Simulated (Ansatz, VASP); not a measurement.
SnO2 in VASP and in Ansatz

```
CELL_PARAMETERS angstrom
5.02478 0.00000 0.00000
0.00000 5.02504 0.00000
0.00000 0.00000 2.87205
ATOMIC_POSITIONS crystal
Sn 0.50000 0.50000 0.50000
Sn 0.00000 0.00000 0.00000
O 0.30586 0.30596 0.00000
O 0.80586 0.19404 0.50000
O 0.19414 0.80596 0.50000
O 0.69414 0.69404 0.00000
```

Alike in both runs: task single point; functional r2SCAN; k mesh 6 × 6 × 10; occupations gaussian, width 0.05 eV; no spin polarisation.

```csv
,VASP,Ansatz
version,VASP 6.6.1,Ansatz 0.2.0
potentials or method,"VASP PAW PBE potentials, release 64 (Sn_d, O), cutoff 520 eV","scalar-relativistic, plane waves, PAW"
valence electrons in the cell,52,52
```

```csv
,VASP,Ansatz,Ansatz less VASP
gap on the k mesh at the Fermi level (eV),2.30,2.29,-0.010
least direct gap on the mesh (eV),2.30,2.29,-0.010
pressure (GPa),11.9,10.6,-1.34
"traceless stress, the component that is largest in VASP (GPa)",31.62,30.78,-0.846
rms of the force components (eV/Å),0.284,0.229,-0.0553
```

VASP's potentials were made for PBE, not for r2SCAN. Atom by atom the forces differ by 0.055 eV/Å (rms over components).
